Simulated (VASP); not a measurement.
# P in VASP: a series of runs

P is run at these levels: r2SCAN; tasks: single point.

Program: VASP 6.6.1. These are calculated values, not measurements. Logs are shortened: lines on timing, memory, paths and dates and some standing lists are left out, and cuts for length are marked.

**1. The cell of the first run**

The typed cell holds 2 atoms: a = 4.614 Å, b = 4.614 Å, c = 3.185 Å, α = 90.00°, β = 90.00°, γ = 147.75°.

**2. Single point, r2SCAN (18.09 Å³/atom)**

Contents of POSCAR:

```
P
1.0
   -2.9592697957      3.3097861439      1.2575787913
    3.3097861439     -2.9592697957      1.2575787913
    2.2093080031      2.2093080031     -0.6156074576
P
2
Direct
    0.9567119420      0.0432880580      1.0000000000
    0.7932880580      0.2067119420      0.5000000000
```

Contents of INCAR.step1:

```
PREC = Accurate
ENCUT = 520
ISMEAR = -1
SIGMA = 0.1
LREAL = False
LASPH = True
NELM = 80
NBANDS = 12
GGA = PE
ALGO = Normal
EDIFF = 1E-4
LWAVE = True
LCHARG = False
```

Contents of INCAR.step2:

```
PREC = Accurate
ENCUT = 520
EDIFF = 1E-6
ISMEAR = -1
SIGMA = 0.1
LREAL = False
LASPH = True
NELM = 80
ALGO = Normal
ISIF = 2
LWAVE = False
LCHARG = False
METAGGA = R2SCAN
LMIXTAU = True
NBANDS = 12
ISTART = 1
```

Contents of KPOINTS:

```
Automatic mesh
0
Gamma
  14 14 11
```

Potentials or basis: VASP PAW PBE potentials, release 64 (P).

Started as:

```console
$ cat potpaw_PBE.64/P/POTCAR > POTCAR
$ cp INCAR.step1 INCAR
$ mpirun -np 1 vasp_std > vasp.out
$ cp INCAR.step2 INCAR
$ mpirun -np 1 vasp_std > vasp.out
```

OUTCAR:

```text
PREC = Accurate
   ENCUT = 520
   EDIFF = 1E-6
   ISMEAR = -1
   LREAL = False
   LASPH = True
   NELM = 80
   ISIF = 2
   METAGGA = R2SCAN
   ISTART = 1

 ion  position               nearest neighbor table
   1  0.957  0.043  0.000-   2 2.15   2 2.15
   2  0.793  0.207  0.500-   1 2.15   1 2.15

  LATTYP: Found a base centered monoclinic cell.
 ALAT       =     2.5635407323
 B/A-ratio  =     3.4584135221
 C/A-ratio  =     1.2422281697
 COS(beta)  =    -0.0000548020

  Lattice vectors:

 A1 = (   2.9592697957,  -3.3097861439,  -1.2575787913)
 A2 = (  -3.3097861439,   2.9592697957,  -1.2575787913)
 A3 = (   2.2093080031,   2.2093080031,  -0.6156074576)

Analysis of symmetry for initial positions (statically):
=====================================================================
 Subroutine PRICEL returns:
 Original cell was already a primitive cell.

 Routine SETGRP: Setting up the symmetry group for a
 base centered monoclinic supercell.

 Subroutine GETGRP returns: Found  4 space group operations
 (whereof  2 operations were pure point group operations)
 out of a pool of  4 trial point group operations.

The static configuration has the point symmetry C_2 .
 The point group associated with its full space group is C_2h.

Analysis of symmetry for dynamics (positions and initial velocities):
=====================================================================
 Subroutine PRICEL returns:
 Original cell was already a primitive cell.

 Routine SETGRP: Setting up the symmetry group for a
 base centered monoclinic supercell.

 Subroutine GETGRP returns: Found  4 space group operations
 (whereof  2 operations were pure point group operations)
 out of a pool of  4 trial point group operations.

The dynamic configuration has the point symmetry C_2 .
 The point group associated with its full space group is C_2h.

 Subroutine INISYM returns: Found  4 space group operations
 (whereof  2 operations are pure point group operations),
 and found     1 'primitive' translations

----------------------------------------------------------------------------------------

                                     Primitive cell

  volume of cell :      36.1884

  direct lattice vectors                    reciprocal lattice vectors
    -2.959269796  3.309786144  1.257578791    -0.026434748  0.133078902  0.382727304
     3.309786144 -2.959269796  1.257578791     0.133078902 -0.026434748  0.382727304
     2.209308003  2.209308003 -0.615607458     0.217855428  0.217855428 -0.060721356

  length of vectors
     4.614484420  4.614484420  3.184502512     0.406065240  0.406065240  0.314020792

  position of ions in fractional coordinates (direct lattice)
     0.956711942  0.043288058  1.000000000
     0.793288058  0.206711942  0.500000000

  ion indices of the primitive-cell ions
   primitive index   ion index
                 1           1
                 2           2

----------------------------------------------------------------------------------------

 KPOINTS: Automatic mesh

Automatic generation of k-mesh.
 Grid dimensions read from file:
 generate k-points for:   14   14   11

 Generating k-lattice:

  Cartesian coordinates                     Fractional coordinates (reciprocal lattice)
    -0.001888196  0.009505636  0.027337665     0.071428571  0.000000000 -0.000000000
     0.009505636 -0.001888196  0.027337665     0.000000000  0.071428571 -0.000000000
     0.019805039  0.019805039 -0.005520123    -0.000000000 -0.000000000  0.090909091

  Length of vectors
     0.029004660  0.029004660  0.028547345

  Shift w.r.t. Gamma in fractional coordinates (k-lattice)
     0.000000000  0.000000000  0.000000000

 Subroutine IBZKPT returns following result:
 ===========================================

 Found    582 irreducible k-points:

 Following reciprocal coordinates:
            Coordinates               Weight
  0.000000  0.000000  0.000000      1.000000
  0.071429 -0.000000  0.000000      4.000000
  0.142857  0.000000  0.000000      4.000000
  0.214286 -0.000000  0.000000      4.000000
  0.285714 -0.000000  0.000000      4.000000
  0.357143 -0.000000  0.000000      4.000000
[... 16 lines left out ...]
  0.214286  0.142857  0.000000      4.000000
  0.285714  0.142857  0.000000      4.000000
 [... further k-points ...]
   k-points           NKPTS =    582   k-points in BZ     NKDIM =    582   number of bands    NBANDS=     12
   number of dos      NEDOS =    301   number of ions     NIONS =      2
   total plane-waves  NPLWV =  31104
   dimension x,y,z NGX =    36 NGY =   36 NGZ =   24
   dimension x,y,z NGXF=    72 NGYF=   72 NGZF=   48
   ions per type =               2
   NGX,Y,Z   is equivalent  to a cutoff of  12.97, 12.97, 12.53 a.u.
   NGXF,Y,Z  is equivalent  to a cutoff of  25.94, 25.94, 25.06 a.u.
 SYSTEM =  unknown system
   PREC   = accura    normal or accurate (medium, high low for compatibility)
   ISTART =      1    job   : 0-new  1-cont  2-samecut
   ICHARG =      0    charge: 1-file 2-atom 10-const
   ISPIN  =      1    spin polarized calculation?
   LNONCOLLINEAR =      F non collinear calculations
   LSORBIT =      F    spin-orbit coupling
   LASPH  =      T    aspherical Exc in radial PAW
   ENCUT  =  520.0 eV  38.22 Ry    6.18 a.u.   8.58  8.58  5.92*2*pi/ulx,y,z
   NELM   =     80;   NELMIN=  2; NELMDL=  0     # of ELM steps
   EDIFF  = 0.1E-05   stopping-criterion for ELM
   LREAL  =      F    real-space projection
   EDIFFG = 0.1E-04   stopping-criterion for IOM
   NSW    =      0    number of steps for IOM
   IBRION =     -1    ionic relax: 0-MD 1-quasi-New 2-CG
   NFREE  =      0    steps in history (QN), initial steepest desc. (CG)
   ISIF   =      2    stress and relaxation
   ISYM   =      2    0-nonsym 1-usesym 2-fastsym
   POTIM  = 0.5000    time-step for ionic-motion
   TEBEG  =    0.0;   TEEND  =   0.0 temperature during run
   PSTRESS=    0.0 pullay stress
   NELECT =      10.0000    total number of electrons
   NUPDOWN=      -1.0000    fix difference up-down
   EMIN   =  10.00;   EMAX   =-10.00  energy-range for DOS
   EFERMI =   0.00;   METHOD = LEGACY
   ISMEAR =    -1;   SIGMA  =   0.10  broadening in eV -4-tet -1-fermi 0-gaus
   EFERMI_NEDOS =   21; number of points for ismear=-14 and -15
   IALGO  =     38    algorithm
   IMIX   =      4    mixing-type and parameters
     AMIX     =   0.40;   BMIX     =  1.00
     AMIX_MAG =   1.60;   BMIX_MAG =  1.00
  volume/ion in A,a.u.               =      18.09       122.11
  Fermi-wavevector in a.u.,A,eV,Ry     =   1.066314  2.015042 15.470176  1.137026
  Thomas-Fermi vector in A             =   2.201894
   LORBIT       =      0    0 simple, 1 ext, 2 COOP (PROOUT), +10 PAW based schemes
   METAGGA = R2SCAN    functional components
   LHFCALC =     F    Hartree Fock is set to
   AEXX    =    0.0000 exact exchange contribution
   IVDW    =     0    specifies the selected vdW correction
   LEPSILON=     F    determine dielectric tensor
   LRPA    =     F    only Hartree local field effects (RPA)
 non-spin polarized calculation
  energy-cutoff  :      520.00
  volume of cell :       36.19
 maximum number of plane-waves:       992
   NGX = 17   NGY = 17   NGZ = 11

 number of electron       9.9999999 magnetization

 Free energy of the ion-electron system (eV)
  ---------------------------------------------------
  ext. energy  EPLUGINS =         0.00000000
  ---------------------------------------------------
  free energy    TOTEN  =       -17.44863686 eV

  energy without entropy =      -17.42721150  energy(sigma->0) =      -17.43792418

 E-fermi :   6.8152     XC(G=0): -10.5342

 val. band max:        6.8085536935   @ k =  -0.2857   0.0000   0.3636
 cond. band min:       6.8172259876   @ k =   0.3571   0.3571   0.0000
 fundamental gap:      0.0086722942
 Fermi energy:         6.8151677394

 k-point     1 :       0.0000    0.0000    0.0000
  band No.  band energies     occupation
      1     -10.0939      2.00000
      2      -2.0461      2.00000
      3       1.8722      2.00000
      4       2.7015      2.00000
      5       7.5220      0.00170
      6      10.5659      0.00000
      7      11.1464      0.00000
      8      13.4951      0.00000
      9      15.3531      0.00000
     10      15.3622      0.00000
     11      16.9582      0.00000
     12      19.4176      0.00000

 k-point     2 :       0.0714   -0.0000    0.0000
  band No.  band energies     occupation
      1      -9.9855      2.00000
      2      -1.9716      2.00000
      3       2.0132      2.00000
      4       2.7859      2.00000
      5       7.5984      0.00079
      6       9.1329      0.00000
      7      11.2073      0.00000
      8      14.0415      0.00000
      9      14.7212      0.00000
     10      15.9093      0.00000
     11      17.0832      0.00000
     12      19.9012      0.00000

 k-point     3 :       0.1429    0.0000    0.0000
  band No.  band energies     occupation
      1      -9.6633      2.00000
      2      -1.7438      2.00000
      3       2.4116      2.00000
      4       3.0336      2.00000
      5       6.8885      0.64910
      6       7.7939      0.00011
      7      11.3887      0.00000
      8      12.2101      0.00000
      9      15.6087      0.00000
     10      16.9652      0.00000
     11      17.4278      0.00000
     12      21.3628      0.00000
[... 286 lines left out ...]
 k-point    23 :       0.2143    0.1429    0.0000
  band No.  band energies     occupation
      1      -7.6612      2.00000
      2       0.3445      2.00000
      3       0.5258      2.00000
      4       4.4227      2.00000
      5       4.6088      2.00000
      6       5.4266      2.00000
      7      10.3258      0.00000
      8      12.7637      0.00000
      9      15.3631      0.00000
     10      16.1792      0.00000
     11      16.9837      0.00000
     12      18.3121      0.00000

 k-point    24 :       0.2857    0.1429    0.0000
  band No.  band energies     occupation
      1      -6.8624      2.00000
      2      -0.9791      2.00000
      3       1.2418      2.00000
      4       4.0449      2.00000
      5       4.8608      2.00000
      6       5.6191      1.99999
      7      10.9272      0.00000
      8      13.0397      0.00000
      9      14.3664      0.00000
     10      14.5726      0.00000
     11      15.9466      0.00000
     12      18.4571      0.00000

 [... further k-points ...]

------------------------ aborting loop because EDIFF is reached ----------------------------------------

  FORCE on cell =-STRESS in cart. coord.  units (eV):
  Direction    XX          YY          ZZ          XY          YZ          ZX
  --------------------------------------------------------------------------------------
  -------------------------------------------------------------------------------------
  Total        1.8122429      1.8122429      1.2090796      0.2772823     -0.1277014     -0.1277014
  in kB       80.2339213     80.2339213     53.5299085     12.2761957     -5.6537595     -5.6537595
  external PRESSURE =      71.3325837 kB  Pullay stress =       0.0000000 kB

 VOLUME and BASIS-vectors are now :
 -----------------------------------------------------------------------------
  energy-cutoff  :      520.00
  volume of cell :       36.19
      direct lattice vectors                 reciprocal lattice vectors
    -2.959269796  3.309786144  1.257578791    -0.026434748  0.133078902  0.382727304
     3.309786144 -2.959269796  1.257578791     0.133078902 -0.026434748  0.382727304
     2.209308003  2.209308003 -0.615607458     0.217855428  0.217855428 -0.060721356

 POSITION                                       TOTAL-FORCE (eV/Angst)
 -----------------------------------------------------------------------------------
     -2.68789      3.03841      1.25758        -0.625893      0.625893     -0.000000
     -0.55873      3.11855      0.94978         0.625893     -0.625893      0.000000
 -----------------------------------------------------------------------------------
    total drift:                                0.000000      0.000000      0.000000

  FREE ENERGIE OF THE ION-ELECTRON SYSTEM (eV)
  ---------------------------------------------------
  free  energy   TOTEN  =       -17.4486368611 eV

  energy  without entropy=      -17.4272114954  energy(sigma->0) =      -17.43792418
```

It took 16 min on 1 thread of Intel Xeon 8259CL, shared host; peak memory 0.32 GiB.

What came out:

```yaml
Free_energy: -17.4486 eV
Pressure: 7.1 GPa
Largest_force: 0.885 eV/Å
Band_gap_on_the_k_mesh: zero (bands 5 and 6 overlap by 6.70 eV)
```

Forces on the atoms (eV/Å):
```
P   -0.626  0.626  0.000
P    0.626 -0.626  0.000
```

Caveat: the cell stands under pressure; the PAW data sets were made with another functional, which shifts forces and pressure a little.

**3. Single point, r2SCAN (21.24 Å³/atom)**

This run uses another cell than the first one, of 21.24 Å³/atom.

Contents of POSCAR:

```
P
1.0
   -3.1217386221      3.4914988999      1.3266219554
    3.4914988999     -3.1217386221      1.3266219554
    2.3306026815      2.3306026815     -0.6494053294
P
2
Direct
    0.9567119420      0.0432880580      1.0000000000
    0.7932880580      0.2067119420      0.5000000000
```

Contents of INCAR.step1:

```
PREC = Accurate ; ENCUT = 520
ISMEAR = -1 ; SIGMA = 0.1
LREAL = False ; LASPH = True
NELM = 80 ; NBANDS = 12
GGA = PE ; ALGO = Normal
EDIFF = 1E-4 ; LWAVE = True
LCHARG = False
```

Contents of INCAR.step2:

```
PREC = Accurate ; ENCUT = 520
EDIFF = 1E-6 ; ISMEAR = -1
SIGMA = 0.1 ; LREAL = False
LASPH = True ; NELM = 80
ALGO = Normal ; ISIF = 2
LWAVE = False ; LCHARG = False
METAGGA = R2SCAN ; LMIXTAU = True
NBANDS = 12 ; ISTART = 1
```

KPOINTS is that of step 2.

Potentials or basis: VASP PAW PBE potentials, release 64 (P).

Started as:

```console
$ cat potpaw_PBE.64/P/POTCAR > POTCAR
$ cp INCAR.step1 INCAR
$ mpirun -np 1 vasp_std > vasp.out
$ cp INCAR.step2 INCAR
$ mpirun -np 1 vasp_std > vasp.out
```

Run time: 27 min. Hardware: 1 thread of Intel Xeon 8259CL, shared host; peak memory 0.36 GiB.

The run converged. Its results:

```
Free energy            : -17.4469 eV
Pressure               : -5.7 GPa
Largest force          : 0.638 eV/Å
Band gap on the k mesh : zero (bands 5 and 6 overlap by 6.15 eV)
```

Forces in eV/Å, atoms in the order of the input:
```
P    0.451 -0.451  0.000
P   -0.451  0.451  0.000
```

Stress tensor (GPa, compression positive):
```
-5.43 -1.44  0.11
-1.44 -5.43  0.11
 0.11  0.11 -6.09
```

Levels at points of the mesh, in eV from the Fermi level:
```csv
k point,band 2,band 3,band 4,band 5,band 6,band 7,band 8,band 9
"(0.00, 0.00, 0.00)",-8.50,-4.02,-3.52,1.05,3.20,3.83,7.00,7.19
"(0.50, 0.00, 0.00)",-7.05,-5.66,-2.60,-1.61,-0.06,3.60,5.34,6.58
"(0.50, 0.50, 0.00)",-9.76,-3.38,-1.20,0.28,2.87,3.06,6.03,7.63
```

Caveat: the cell stands under tension; the PAW data sets were made with another functional, which shifts forces and pressure a little.
